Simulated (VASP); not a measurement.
A run of VASP 6.6.1:

Contents of INCAR:

```
ALGO = Normal
EDIFF = 1E-6
ENCUT = 600
GGA = PS
GGA_COMPAT = False
ISIF = 2
ISMEAR = 1
LASPH = True
LCHARG = True
LELF = True
LREAL = False
LVHAR = True
LWAVE = False
NBANDS = 8
NELM = 120
PREC = Accurate
SIGMA = 0.1
```

The input KPOINTS:

```
k-points
0
Gamma
  5 5 5
```

File POSCAR:

```
C
1.0
    4.8542860000      0.0000000000      0.0000000000
    0.0000000000      4.8542860000      0.0000000000
    0.0000000000      0.0000000000      4.8542860000
C
1
Direct
    0.5000000000      0.5000000000      0.5000000000
```

Potentials or basis: VASP PAW PBE potentials, release 64 (C).

Command:

```console
$ cat potpaw_PBE.64/C/POTCAR > POTCAR
$ mpirun -np 1 vasp_std > vasp.out
```

Hardware: 1 thread of Intel Xeon 8259CL, with other jobs on the host.

Problem. Estimate the wall time of this run.

Solution. It took 15 s on 1 thread of Intel Xeon 8259CL, on a shared host, peak memory 0.22 GiB. Counts: scf iterations 11, k points 10.
